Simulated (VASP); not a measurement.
The system is PtSe2 (Sudovikovite).

```
Pt Se
1.0
     3.67367    0.00000    0.00000
    -1.83683    3.18149    0.00000
     0.00000    0.00000    4.99359
Pt Se
1 2
Direct
  0.00000 0.00000 0.00000
  0.66667 0.33333 0.75000
  0.33333 0.66667 0.25000
```

Base run:

```yaml
Program: VASP 6.6.1
Functional: PBEsol
Dispersion: D4
Potentials_or_basis: VASP PAW PBE potentials, release 64 (Pt, Se)
Cutoff: 520 eV
k_mesh: 8 × 8 × 5
Occupations: fermi-dirac, width 0.05 eV
Spin: no spin polarisation
```

Its results: band gap on the k mesh zero (band 11 reaches 7.40 eV, above the bottom of band 12 at 7.06 eV); pressure 6.1 GPa; largest force 0.922 eV/Å.

The run is repeated on the same cell with these changes: functional from PBEsol to BLYP. What comes out?

Band gap on the k mesh zero (band 11 reaches 7.96 eV, above the bottom of band 12 at 7.72 eV); pressure 14.5 GPa; largest force 1.756 eV/Å.

BLYP binds less tightly than PBEsol, so the same cell stands under more pressure.

Caveats: the PAW data sets were made with another functional, which shifts forces and pressure a little; spin-orbit coupling is left out, which moves the levels of the heavy elements; pairwise dispersion overbinds metals, which lowers pressure and volume.
